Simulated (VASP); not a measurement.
Write the native input for VASP 6.6.1 that does the following.

```
Task                   : single point
Functional             : PBE
Potentials or basis    : VASP PAW PBE potentials, release 64 (Cu)
Cutoff                 : 520 eV
k mesh                 : 12 × 12 × 4
Occupations            : fermi-dirac, width 0.05 eV
Spin                   : no spin polarisation
Dipole correction      : no
Further INCAR settings : ALGO = Fast; EDIFF = 1e-06; NBANDS = 30
```

The structure of Cu lies in POSCAR:

```
Cu
1.0
    2.5137785214      0.0000000000      0.0000000000
   -1.2568892608      2.1769960591      0.0000000000
    0.0000000000      0.0000000000      8.2063649859
Cu
4
Direct
    0.6666666667      0.3333333333      0.7500000000
    0.0000000000      0.0000000000      0.5000000000
    0.3333333333      0.6666666667      0.2500000000
    0.0000000000      0.0000000000      0.0000000000
```

One way to write it, as run:

INCAR

```
ALGO = Fast
EDIFF = 1E-6
ENCUT = 520
GGA = PE
ISIF = 2
ISMEAR = -1
LASPH = T
LCHARG = F
LREAL = F
LWAVE = F
NBANDS = 30
NELM = 80
PREC = Accurate
SIGMA = 0.05
```

KPOINTS

```
k-points
0
Gamma
  12 12 4
```

Potentials or basis: VASP PAW PBE potentials, release 64 (Cu).

Run with:

```sh
$ cat potpaw_PBE.64/Cu/POTCAR > POTCAR
$ mpirun -np 1 vasp_std > vasp.out
```

It gave:

The pressure is 11.1 GPa and the band gap on the k mesh is zero (band 22 reaches 11.68 eV, above the bottom of band 23 at 6.38 eV).

Run time: 42 s on 1 thread of Intel(R) Xeon(R) 6975P-C (Granite Rapids), with other jobs on the host, peak memory 0.18 GiB.
